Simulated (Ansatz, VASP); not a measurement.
## SiMo3: VASP beside Ansatz

```xyz
4
Lattice="-2.1953 2.1953 3.0906 2.1953 -2.1953 3.0906 2.1953 2.1953 -3.0906" Properties=species:S:1:pos:R:3 pbc="T T T"
Si    0.0000    0.0000    3.0906
Mo    0.0000    2.1953    1.5453
Mo    2.1953    0.0000    1.5453
Mo    0.0000    0.0000    0.0000
```

Alike in both runs: functional PBE; k mesh 5 × 5 × 5; occupations gaussian, width 0.2 eV; no spin polarisation.

Ansatz relaxed the structure, and its values are those at the end. VASP's run is a single point on that final structure, the one shown.

```csv
,VASP,Ansatz
version,VASP 6.6.1,Ansatz 0.2.0
potentials or method,"VASP PAW PBE potentials, release 64 (Si, Mo_sv), cutoff 500 eV","scalar-relativistic, plane waves, PAW"
valence electrons in the cell,46,46
```

Ansatz gave:

- gap on the k mesh at the Fermi level (eV): none
- pressure (GPa): 0.0

Problem. What did VASP give for the same quantities?

Solution. gap on the k mesh at the Fermi level (eV): none; pressure (GPa): 0.4.

A gap of «none» marks a metal or a gap that the smearing closes. With one functional, cell and mesh, what is left measures potentials, basis and numerics.

The k mesh is coarse, so the values compare programs but aren't converged.
